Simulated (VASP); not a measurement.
Crystal: MgCd3O2.

```xyz
6
Lattice="3.3000 0.0000 0.0000 -1.6500 2.8579 0.0000 0.0000 0.0000 10.8000" Properties=species:S:1:pos:R:3 pbc="T T T"
Mg    0.0000    0.0000    0.0000
Cd    1.6500    0.9526    2.4300
Cd    0.0000    1.9053    8.3700
Cd    0.0000    0.0000    5.4000
O     0.0000    1.9053    1.1448
O     1.6500    0.9526    9.6552
```

```yaml
Program: VASP 6.6.1
Task: relaxation of cell and atoms
Functional: PBE
Potentials_or_basis: VASP PAW PBE potentials, release 64 (Mg, Cd, O)
Cutoff: 600 eV
k_mesh: 6 × 6 × 2
Occupations: gaussian, width 0.2 eV
Spin: no spin polarisation
```

At the start: pressure 0.0 GPa; volume 16.98 Å³/atom.

Q: How do energy, volume and symmetry change on relaxing?

A: Over 17 steps the energy falls by 125.0 meV/atom and the volume is 15.21 Å³/atom (-10.4 %); space group P-3m1 (No. 164, to 0.05 Å).

The path:
```csv
step,energy change (eV),largest force (eV/Å),pressure (GPa),volume (Å³)
1,0.0000,1.9234,0.02,101.85
2,-0.3789,0.7067,-3.18,101.87
3,-0.4185,0.4377,-4.12,101.86
4,-0.5497,0.6260,-0.08,95.04
5,-0.5514,0.6532,0.53,94.23
6,-0.5934,0.2898,0.49,93.83
7,-0.6109,0.3201,0.54,93.36
8,-0.6361,0.1633,-0.80,94.11
9,-0.6519,0.0757,-2.57,95.25
10,-0.6616,0.0874,-2.51,95.04
11,-0.6884,0.0921,-2.38,94.39
12,-0.7341,0.1612,-1.93,93.04
13,-0.5848,0.8727,0.93,90.10
14,-0.7390,0.1683,-1.67,92.75
15,-0.7394,0.2008,-1.57,92.61
16,-0.7477,0.0950,-0.77,91.86
17,-0.7498,0.0264,-0.08,91.24
```

Final structure:
```
CELL_PARAMETERS angstrom
3.21894 0.00000 0.00000
-1.60947 2.78769 0.00000
0.00000 0.00000 10.16782
ATOMIC_POSITIONS crystal
Mg 0.00000 0.00000 0.00000
Cd 0.66667 0.33333 0.26243
Cd 0.33333 0.66667 0.73757
Cd 0.00000 0.00000 0.50000
O 0.33333 0.66667 0.11116
O 0.66667 0.33333 0.88884
```

Caveat: the k points lie up to 0.38 Å⁻¹ apart in the final cell; the relaxation stopped at a loose force limit of 0.08 eV/Å, so its end isn't a converged minimum.
